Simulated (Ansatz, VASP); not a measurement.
**InSe: VASP beside Ansatz**

```xyz
4
Lattice="4.1610 0.0000 0.0000 -2.0805 3.6035 0.0000 0.0000 0.0000 36.7212" Properties=species:S:1:pos:R:3 pbc="T T T"
Se    0.0000    0.0000   15.6091
Se    0.0000    0.0000   21.1111
In    2.0805    1.2012   16.9326
In    2.0805    1.2012   19.7875
```

Alike in both runs: task single point; functional PBE; dispersion D3(BJ); k mesh 9 × 9 × 1; occupations gaussian, width 0.02 eV; no spin polarisation.

```csv
,VASP,Ansatz
version,VASP 6.6.1,Ansatz 0.2.0
potentials or method,"VASP PAW PBE potentials, release 64 (Se, In_d), cutoff 520 eV","scalar-relativistic, plane waves, PAW"
valence electrons in the cell,38,58
```

|  | VASP | Ansatz | Ansatz less VASP |
| --- | --- | --- | --- |
| gap on the k mesh at the Fermi level (eV) | 1.29 | 1.30 | +0.010 |
| least direct gap on the mesh (eV) | 1.34 | 1.35 | +0.009 |
| rms of the force components (eV/Å) | 0.264 | 0.270 | +0.0060 |

VASP's potentials hold 38 valence electrons a cell and Ansatz's 58, so a difference there can come from the potentials and not from the codes. Ansatz's warnings: structure snapped to symmetry.
